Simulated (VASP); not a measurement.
A run of VASP 6.6.1:

Contents of INCAR:

```
SYSTEM = Si2W
PREC = Accurate ; ENCUT = 520
EDIFF = 1E-6 ; ISMEAR = 0
SIGMA = 0.15 ; LREAL = .FALSE.
LASPH = .TRUE. ; NELM = 80
ALGO = Normal ; ISIF = 2
LWAVE = .FALSE. ; LCHARG = .TRUE.
GGA = CA ; LELF = .TRUE.
LVHAR = .TRUE. ; NBANDS = 18
```

KPOINTS

```
Automatic mesh
0
G
  20 20 20
  0 0 0
```

The input POSCAR:

```
Si2W
1.0
   -1.7224399971      1.7224399971      3.7221928337
    1.7224399971     -1.7224399971      3.7221928337
    1.7224399971      1.7224399971     -3.7221928337
Si W
2 1
Direct
    0.3346644983      0.3346644983      0.0000000000
    0.6653355017      0.6653355017      0.0000000000
    0.0000000000      0.0000000000      0.0000000000
```

Potentials or basis: VASP PAW LDA potentials, release 64 (Si, W_sv).

Launch:

```console
$ cat potpaw_LDA.64/Si/POTCAR potpaw_LDA.64/W_sv/POTCAR > POTCAR
$ mpirun -np 1 vasp_std > vasp.out
```

Hardware: 1 thread of Intel(R) Xeon(R) 6975P-C (Granite Rapids) (shared host).

Problem. Estimate the wall time of this run.

Solution. Run time: 4.3 min on 1 thread of Intel(R) Xeon(R) 6975P-C (Granite Rapids), with other jobs on the host, peak memory 0.55 GiB. Counts: scf iterations 12, k points 641.
